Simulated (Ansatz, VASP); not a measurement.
# H: VASP beside Ansatz

File INCAR:

```
SYSTEM = H
ALGO = Normal
EDIFF = 1E-6
ENCUT = 500
GGA = PE
GGA_COMPAT = .False.
ISIF = 2
ISMEAR = 0
LASPH = .True.
LCHARG = .True.
LELF = .True.
LREAL = .False.
LVHAR = .True.
LWAVE = .False.
NBANDS = 10
NELM = 120
PREC = Accurate
SIGMA = 0.02
```

KPOINTS

```
k-points
0
Gamma
  8 8 4
  0 0 0
```

POSCAR

```
H
1.0
    1.6609472814     -2.7504221879      0.0000000000
    1.6483815156      2.7428389413      0.0000000000
    0.0000000000      0.0000000000      6.4374553473
H
4
Direct
    0.5576400857      0.4072580996      1.0101327167
    0.4423599143      0.5927419004     -0.0113199037
    0.4423599143      0.5927419004      0.5113199037
    0.5576400857      0.4072580996      0.4898672833
```

Input for Ansatz:

```yaml
crystal:
  lattice:
    - [1.6609472814, -2.7504221879, 0.0]
    - [1.6483815156, 2.7428389413, 0.0]
    - [0.0, 0.0, 6.4374553473]
  atoms:
    - { symbol: H, position: [0.5576400857, 0.4072580996, 1.0101327167] }
    - { symbol: H, position: [0.4423599143, 0.5927419004, -0.0113199037] }
    - { symbol: H, position: [0.4423599143, 0.5927419004, 0.5113199037] }
    - { symbol: H, position: [0.5576400857, 0.4072580996, 0.4898672833] }
basis:
  ecutwfc: 420
kpoints:
  mp_grid: { grid: [8, 8, 4] }
hamiltonian:
  xc: pbe
scf:
  occupations: { method: gaussian, width: 0.02 }
output:
  forces: true
  stress: true
  eigenvalues: true
```

Alike in both runs: task single point; functional PBE; k mesh 8 × 8 × 4; occupations gaussian, width 0.02 eV; no spin polarisation.

```csv
,VASP,Ansatz
version,VASP 6.6.1,Ansatz 0.2.0
potentials or method,"VASP PAW PBE potentials, release 64 (H), cutoff 500 eV","scalar-relativistic, plane waves, PAW"
valence electrons in the cell,4,4
```

Ansatz gave:

| Quantity | Value |
| --- | --- |
| gap on the k mesh at the Fermi level (eV) | 7.18 |
| least direct gap on the mesh (eV) | 7.18 |
| pressure (GPa) | -3.5 |
| traceless stress, the component that is largest in VASP (GPa) | -7.11 |
| rms of the force components (eV/Å) | 1.416 |

Question: Estimate VASP's values.

Answer: gap on the k mesh at the Fermi level (eV): 7.18; least direct gap on the mesh (eV): 7.18; pressure (GPa): -3.7; traceless stress, the component that is largest in VASP (GPa): -7.09; rms of the force components (eV/Å): 1.412.

Atom by atom the forces differ by 0.004 eV/Å (rms over components).
